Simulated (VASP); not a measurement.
A run of VASP 6.6.1 is set up as follows.

The input INCAR:

```
SYSTEM = BeS
ALGO     = Normal         ! electronic algorithm
EDIFF    = 1E-6           ! SCF threshold, eV
ENCUT    = 600            ! plane-wave cutoff, eV
GGA      = PE             ! functional
GGA_COMPAT= .False.      
ISIF     = 2              ! what is computed and relaxed
ISMEAR   = 0              ! smearing method
LASPH    = .True.         ! aspherical terms in the spheres
LCHARG   = .False.        ! write CHGCAR
LREAL    = .False.        ! projectors in reciprocal space
LWAVE    = .False.        ! write WAVECAR
NBANDS   = 11             ! bands
NELM     = 120            ! most SCF steps
PREC     = Accurate       ! precision mode
SIGMA    = 0.01           ! smearing width, eV
```

Contents of KPOINTS:

```
k-points
0
Gamma
  4 4 4
  0 0 0
```

POSCAR

```
BeS
1.0
    0.0000000000      2.3172971969      2.3172971969
    2.3172971969      0.0000000000      2.3172971969
    2.3172971969      2.3172971969      0.0000000000
Be S
1 1
Direct
    0.0000000000      0.0000000000      0.0000000000
    0.5000000000      0.5000000000      0.5000000000
```

Potentials or basis: VASP PAW PBE potentials, release 64 (Be, S).

Launch:

```sh
$ cat potpaw_PBE.64/Be/POTCAR potpaw_PBE.64/S/POTCAR > POTCAR
$ mpirun -np 1 vasp_std > vasp.out
```

Problem. What does it give for the pressure?

Solution. 1.1 GPa.

Problem. Predict the band gap on the k mesh.

Solution. 1.24 eV, indirect (least direct gap 4.12 eV).

Caveat: the k points lie up to 0.59 Å⁻¹ apart. A k mesh can miss the band edges.
